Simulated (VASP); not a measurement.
# PbF2 (cotunnite): single point with LDA

Crystal: PbF2 (cotunnite).

```
CELL_PARAMETERS angstrom
6.02205 0.00000 0.00000
0.00000 3.71343 0.00000
0.00000 0.00000 7.39940
ATOMIC_POSITIONS crystal
Pb 0.25520 0.25000 0.11804
Pb 0.74480 0.75000 0.88196
Pb 0.24480 0.75000 0.61804
Pb 0.75520 0.25000 0.38196
F 0.85809 0.25000 0.06067
F 0.14191 0.75000 0.93933
F 0.64191 0.75000 0.56067
F 0.35809 0.25000 0.43933
F 0.45694 0.25000 0.82624
F 0.54306 0.75000 0.17376
F 0.04306 0.75000 0.32624
F 0.95694 0.25000 0.67376
```

```json
{"Program": "VASP 6.6.1", "Task": "single point", "Functional": "LDA", "Potentials or basis": "VASP PAW LDA potentials, release 64 (Pb_d, F)", "Cutoff": "520 eV", "k mesh": "5 × 8 × 4", "Occupations": "gaussian, width 0.01 eV", "Spin": "no spin polarisation", "Dipole correction": "no", "Further INCAR settings": "ALGO = Normal; EDIFF = 1e-06; NBANDS = 68"}
```

```
Pressure               : 6.7 GPa
Largest force          : 0.021 eV/Å
Band gap on the k mesh : 3.76 eV, indirect (least direct gap 4.02 eV)
```

Forces in eV/Å, atoms in the order of the input:
```
Pb   0.009  0.000  0.019
Pb  -0.009  0.000 -0.019
Pb  -0.009  0.000  0.019
Pb   0.009  0.000 -0.019
F   -0.001  0.000  0.006
F    0.001  0.000 -0.006
F    0.001  0.000  0.006
F   -0.001  0.000 -0.006
F   -0.003  0.000 -0.012
F    0.003  0.000  0.012
F    0.003  0.000 -0.012
F   -0.003  0.000  0.012
```

Levels at points of the mesh, in eV from the valence-band top:
```tsv
k point	band 54	band 55	band 56	band 57	band 58	band 59
(0.00, 0.00, 0.00)	-0.60	-0.35	-0.25	3.76	4.99	5.09
(0.00, 0.50, 0.00)	-1.19	-0.12	-0.12	4.63	4.63	5.65
(0.00, 0.00, 0.50)	-1.57	-0.21	-0.21	4.33	4.33	6.19
(0.00, 0.50, 0.50)	-0.83	-0.14	-0.14	4.20	4.20	6.03
```

It took 5 min on 1 × NVIDIA H100 80GB with 1 thread of AMD EPYC 7R13 Processor (Zen 3), on a shared host, peak memory 1.5 GiB.

Caveat: spin-orbit coupling is left out, which moves the levels of the heavy elements. A k mesh can miss the band edges.
